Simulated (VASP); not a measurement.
# W (Im-3m) in VASP: a series of runs

The runs below take W through single point, with PBE.

All numbers are computed with VASP 6.6.1; they aren't measurements. Logs are shortened: lines on timing, memory, paths and dates and some standing lists are left out, and cuts for length are marked.

## 1. The cell of the first run

The structure is cubic, space group Im-3m (No. 229). The conventional cell has a = 3.160 Å, b = 3.160 Å, c = 3.160 Å, α = 90.00°, β = 90.00°, γ = 90.00°. W (site symmetry m-3m) has 14 W at 2.74 to 3.16 Å within 3.6 Å.

## 2. Single point, PBE

Contents of INCAR:

```
SYSTEM = W
ALGO = Normal
EDIFF = 1E-6
ENCUT = 520
GGA = PE
ISIF = 2
ISMEAR = 0
LASPH = .True.
LCHARG = .False.
LREAL = .False.
LWAVE = .False.
NBANDS = 13
NELM = 100
PREC = Accurate
SIGMA = 0.05
```

Contents of KPOINTS:

```
k-points
0
Gamma
  8 8 8
  0 0 0
```

Contents of POSCAR:

```
W
1.0
   -1.5800000000      1.5800000000      1.5800000000
    1.5800000000     -1.5800000000      1.5800000000
    1.5800000000      1.5800000000     -1.5800000000
W
1
Direct
    0.0000000000      0.0000000000      0.0000000000
```

Potentials or basis: VASP PAW PBE potentials, release 64 (W_sv).

Command:

```sh
$ cat potpaw_PBE.64/W_sv/POTCAR > POTCAR
$ mpirun -np 1 vasp_std > vasp.out
```

OUTCAR:

```text
SYSTEM = W
   EDIFF = 1E-6
   ENCUT = 520
   GGA = PE
   ISIF = 2
   ISMEAR = 0
   LASPH = .True.
   LREAL = .False.
   NELM = 100
   PREC = Accurate

 ion  position               nearest neighbor table
   1  0.000  0.000  0.000-

  LATTYP: Found a body centered cubic cell.
 ALAT       =     3.1600000000

  Lattice vectors:

 A1 = (  -1.5800000000,   1.5800000000,   1.5800000000)
 A2 = (   1.5800000000,  -1.5800000000,   1.5800000000)
 A3 = (   1.5800000000,   1.5800000000,  -1.5800000000)

Analysis of symmetry for initial positions (statically):
=====================================================================
 Subroutine PRICEL returns:
 Original cell was already a primitive cell.

 Routine SETGRP: Setting up the symmetry group for a
 body centered cubic supercell.

 Subroutine GETGRP returns: Found 48 space group operations
 (whereof 48 operations were pure point group operations)
 out of a pool of 48 trial point group operations.

The static configuration has the point symmetry O_h .

Analysis of symmetry for dynamics (positions and initial velocities):
=====================================================================
 Subroutine PRICEL returns:
 Original cell was already a primitive cell.

 Routine SETGRP: Setting up the symmetry group for a
 body centered cubic supercell.

 Subroutine GETGRP returns: Found 48 space group operations
 (whereof 48 operations were pure point group operations)
 out of a pool of 48 trial point group operations.

The dynamic configuration has the point symmetry O_h .

 Subroutine INISYM returns: Found 48 space group operations
 (whereof 48 operations are pure point group operations),
 and found     1 'primitive' translations

----------------------------------------------------------------------------------------

                                     Primitive cell

  volume of cell :      15.7772

  direct lattice vectors                    reciprocal lattice vectors
    -1.580000000  1.580000000  1.580000000     0.000000000  0.316455696  0.316455696
     1.580000000 -1.580000000  1.580000000     0.316455696  0.000000000  0.316455696
     1.580000000  1.580000000 -1.580000000     0.316455696  0.316455696  0.000000000

  length of vectors
     2.736640276  2.736640276  2.736640276     0.447535937  0.447535937  0.447535937

  position of ions in fractional coordinates (direct lattice)
     0.000000000  0.000000000  0.000000000

  ion indices of the primitive-cell ions
   primitive index   ion index
                 1           1

----------------------------------------------------------------------------------------

 KPOINTS: k-points

Automatic generation of k-mesh.
 Grid dimensions read from file:
 generate k-points for:    8    8    8

 Generating k-lattice:

  Cartesian coordinates                     Fractional coordinates (reciprocal lattice)
     0.000000000  0.039556962  0.039556962     0.125000000  0.000000000  0.000000000
     0.039556962  0.000000000  0.039556962     0.000000000  0.125000000  0.000000000
     0.039556962  0.039556962  0.000000000     0.000000000  0.000000000  0.125000000

  Length of vectors
     0.055941992  0.055941992  0.055941992

  Shift w.r.t. Gamma in fractional coordinates (k-lattice)
     0.000000000  0.000000000  0.000000000

 Subroutine IBZKPT returns following result:
 ===========================================

 Found     29 irreducible k-points:

 Following reciprocal coordinates:
            Coordinates               Weight
  0.000000  0.000000  0.000000      1.000000
  0.125000  0.000000  0.000000     12.000000
  0.250000  0.000000  0.000000     12.000000
  0.375000  0.000000  0.000000     12.000000
  0.500000  0.000000  0.000000      6.000000
  0.125000  0.125000  0.000000     24.000000
[... 16 lines left out ...]
 -0.250000  0.250000  0.250000      6.000000
 -0.375000  0.375000  0.250000     24.000000
 [... further k-points ...]
   k-points           NKPTS =     29   k-points in BZ     NKDIM =     29   number of bands    NBANDS=     13
   number of dos      NEDOS =    301   number of ions     NIONS =      1
   total plane-waves  NPLWV =   8000
   dimension x,y,z NGX =    20 NGY =   20 NGZ =   20
   dimension x,y,z NGXF=    40 NGYF=   40 NGZF=   40
   ions per type =               1
   NGX,Y,Z   is equivalent  to a cutoff of  12.15, 12.15, 12.15 a.u.
   NGXF,Y,Z  is equivalent  to a cutoff of  24.30, 24.30, 24.30 a.u.
 SYSTEM =  W
   PREC   = accura    normal or accurate (medium, high low for compatibility)
   ISTART =      0    job   : 0-new  1-cont  2-samecut
   ICHARG =      2    charge: 1-file 2-atom 10-const
   ISPIN  =      1    spin polarized calculation?
   LNONCOLLINEAR =      F non collinear calculations
   LSORBIT =      F    spin-orbit coupling
   LASPH  =      T    aspherical Exc in radial PAW
   ENCUT  =  520.0 eV  38.22 Ry    6.18 a.u.   5.09  5.09  5.09*2*pi/ulx,y,z
   NELM   =    100;   NELMIN=  2; NELMDL= -5     # of ELM steps
   EDIFF  = 0.1E-05   stopping-criterion for ELM
   LREAL  =      F    real-space projection
   EDIFFG = 0.1E-04   stopping-criterion for IOM
   NSW    =      0    number of steps for IOM
   IBRION =     -1    ionic relax: 0-MD 1-quasi-New 2-CG
   NFREE  =      0    steps in history (QN), initial steepest desc. (CG)
   ISIF   =      2    stress and relaxation
   ISYM   =      2    0-nonsym 1-usesym 2-fastsym
   POTIM  = 0.5000    time-step for ionic-motion
   TEBEG  =    0.0;   TEEND  =   0.0 temperature during run
   PSTRESS=    0.0 pullay stress
   NELECT =      14.0000    total number of electrons
   NUPDOWN=      -1.0000    fix difference up-down
   EMIN   =  10.00;   EMAX   =-10.00  energy-range for DOS
   EFERMI =   0.00;   METHOD = LEGACY
   ISMEAR =     0;   SIGMA  =   0.05  broadening in eV -4-tet -1-fermi 0-gaus
   EFERMI_NEDOS =   21; number of points for ismear=-14 and -15
   IALGO  =     38    algorithm
   IMIX   =      4    mixing-type and parameters
     AMIX     =   0.40;   BMIX     =  1.00
     AMIX_MAG =   1.60;   BMIX_MAG =  1.00
  volume/ion in A,a.u.               =      15.78       106.47
  Fermi-wavevector in a.u.,A,eV,Ry     =   1.573163  2.972847 33.672273  2.474842
  Thomas-Fermi vector in A             =   2.674489
   LORBIT       =      0    0 simple, 1 ext, 2 COOP (PROOUT), +10 PAW based schemes
   GGA     = PE    functional components
   LHFCALC =     F    Hartree Fock is set to
   AEXX    =    0.0000 exact exchange contribution
   IVDW    =     0    specifies the selected vdW correction
   LEPSILON=     F    determine dielectric tensor
   LRPA    =     F    only Hartree local field effects (RPA)
 non-spin polarized calculation
 Gauss-broadening in eV      SIGMA  =   0.05
  energy-cutoff  :      520.00
  volume of cell :       15.78
 maximum number of plane-waves:       436
   NGX = 11   NGY = 11   NGZ = 11

 number of electron      14.0000004 magnetization

 Free energy of the ion-electron system (eV)
  ---------------------------------------------------
  ext. energy  EPLUGINS =         0.00000000
  ---------------------------------------------------
  free energy    TOTEN  =       -12.94591173 eV

  energy without entropy =      -12.94591173  energy(sigma->0) =      -12.94591173

 E-fermi :  11.3246     XC(G=0): -13.6673

 val. band max:       11.0054449007   @ k =   0.1250   0.0000   0.0000
 cond. band min:      11.5770617080   @ k =  -0.2500   0.2500   0.1250
 fundamental gap:      0.5716168073
 Fermi energy:        11.3245547979

 k-point     1 :       0.0000    0.0000    0.0000
  band No.  band energies     occupation
      1     -62.6635      2.00000
      2     -26.2183      2.00000
      3     -26.2183      2.00000
      4     -26.2183      2.00000
      5       1.8489      2.00000
      6      10.2777      2.00000
      7      10.2777      2.00000
      8      10.2777      2.00000
      9      13.7857      0.00000
     10      13.7857      0.00000
     11      26.0392      0.00000
     12      26.0392      0.00000
     13      26.0392      0.00000

 k-point     2 :       0.1250    0.0000    0.0000
  band No.  band energies     occupation
      1     -62.6436      2.00000
      2     -26.4239      2.00000
      3     -26.2827      2.00000
      4     -26.2194      2.00000
      5       2.5832      2.00000
      6       9.8466      2.00000
      7      10.1285      2.00000
      8      11.0054      2.00000
      9      13.2392      0.00000
     10      13.8012      0.00000
     11      26.5884      0.00000
     12      27.2975      0.00000
     13      27.6532      0.00000

 k-point     3 :       0.2500    0.0000    0.0000
  band No.  band energies     occupation
      1     -62.5952      2.00000
      2     -26.8988      2.00000
      3     -26.4350      2.00000
      4     -26.2220      2.00000
      5       4.2746      2.00000
      6       8.9531      2.00000
      7       9.6477      2.00000
      8      13.0590      0.00000
      9      13.1567      0.00000
     10      13.9758      0.00000
     11      26.2966      0.00000
     12      28.1120      0.00000
     13      30.6224      0.00000
[... 305 lines left out ...]
 k-point    23 :      -0.2500    0.2500    0.2500
  band No.  band energies     occupation
      1     -62.5357      2.00000
      2     -26.9229      2.00000
      3     -26.6691      2.00000
      4     -26.6691      2.00000
      5       6.2892      2.00000
      6       8.6742      2.00000
      7      10.9776      2.00000
      8      10.9776      2.00000
      9      12.8820      0.00000
     10      15.0357      0.00000
     11      26.0567      0.00000
     12      31.0922      0.00000
     13      31.0922      0.00000

 k-point    24 :      -0.3750    0.3750    0.2500
  band No.  band energies     occupation
      1     -62.4933      2.00000
      2     -27.1958      2.00000
      3     -26.8290      2.00000
      4     -26.7074      2.00000
      5       6.9449      2.00000
      6       7.6649      2.00000
      7      10.9824      2.00000
      8      11.7842      0.00000
      9      15.2675      0.00000
     10      15.9384      0.00000
     11      25.2815      0.00000
     12      27.7945      0.00000
     13      28.9177      0.00000

 [... further k-points ...]

------------------------ aborting loop because EDIFF is reached ----------------------------------------

  FORCE on cell =-STRESS in cart. coord.  units (eV):
  Direction    XX          YY          ZZ          XY          YZ          ZX
  --------------------------------------------------------------------------------------
  -------------------------------------------------------------------------------------
  Total        0.8023701      0.8023701      0.8023701     -0.0000000     -0.0000000     -0.0000000
  in kB       81.4805750     81.4805750     81.4805750     -0.0000000     -0.0000000     -0.0000000
  external PRESSURE =      81.4805750 kB  Pullay stress =       0.0000000 kB

 VOLUME and BASIS-vectors are now :
 -----------------------------------------------------------------------------
  energy-cutoff  :      520.00
  volume of cell :       15.78
      direct lattice vectors                 reciprocal lattice vectors
    -1.580000000  1.580000000  1.580000000     0.000000000  0.316455696  0.316455696
     1.580000000 -1.580000000  1.580000000     0.316455696  0.000000000  0.316455696
     1.580000000  1.580000000 -1.580000000     0.316455696  0.316455696  0.000000000

 POSITION                                       TOTAL-FORCE (eV/Angst)
 -----------------------------------------------------------------------------------
      0.00000      0.00000      0.00000         0.000000      0.000000      0.000000
 -----------------------------------------------------------------------------------
    total drift:                                0.000000      0.000000      0.000000

  FREE ENERGIE OF THE ION-ELECTRON SYSTEM (eV)
  ---------------------------------------------------
  free  energy   TOTEN  =       -12.9459117260 eV

  energy  without entropy=      -12.9459117260  energy(sigma->0) =      -12.94591173
```

Run time: 4.8 s. Hardware: 1 thread of Intel Xeon 8259CL, shared host; peak memory 0.12 GiB.

Results:

* Free energy: -12.9459 eV
* Pressure: 8.1 GPa
* Band gap on the k mesh: zero (bands 7 and 8 overlap by 6.44 eV)

Caveat: the cell stands under pressure; spin-orbit coupling is left out, which moves the levels of the heavy elements.

## 3. Single point, PBE (16.57 Å³/atom)

This run uses another cell than the first one, of 16.57 Å³/atom.

Contents of INCAR:

```
SYSTEM = W
  PREC = Accurate
  ENCUT = 520
  EDIFF = 1E-7
  ISMEAR = 0
  SIGMA = 0.05
  LREAL = .FALSE.
  LASPH = .TRUE.
  NELM = 60
  ALGO = Fast
  ISIF = 2
  LWAVE = .FALSE.
  LCHARG = .FALSE.
  GGA = PE
  NBANDS = 13
```

Contents of KPOINTS:

```
regular mesh
0
G
  8 8 8
  0 0 0
```

Contents of POSCAR:

```
W
1.0
   -1.6061689448      1.6061689448      1.6061689448
    1.6061689448     -1.6061689448      1.6061689448
    1.6061689448      1.6061689448     -1.6061689448
W
1
Direct
    0.0000000000      0.0000000000      0.0000000000
```

Potentials or basis: VASP PAW PBE potentials, release 64 (W_sv).

Command:

```sh
$ cat potpaw_PBE.64/W_sv/POTCAR > POTCAR
$ mpirun -np 1 vasp_std > vasp.out
```

It took 7 s on 1 thread of Intel Xeon 8259CL, shared host; peak memory 0.14 GiB.

The run converged. Its results:

```
Free energy            : -12.9474 eV
Pressure               : -7.1 GPa
Band gap on the k mesh : zero (bands 7 and 8 overlap by 6.01 eV)
```

Levels at points of the mesh, in eV from the Fermi level:
```csv
k point,band 4,band 5,band 6,band 7,band 8,band 9,band 10,band 11
"(0.00, 0.00, 0.00)",-37.62,-9.14,-0.91,-0.91,-0.91,2.41,2.41,14.66
"(0.50, 0.00, 0.00)",-37.62,-5.74,-3.11,0.78,2.27,3.20,6.01,10.63
"(0.50, 0.50, 0.50)",-38.40,-5.24,-5.24,5.10,5.10,5.10,8.15,8.15
```

Caveat: the cell stands under tension; spin-orbit coupling is left out, which moves the levels of the heavy elements.
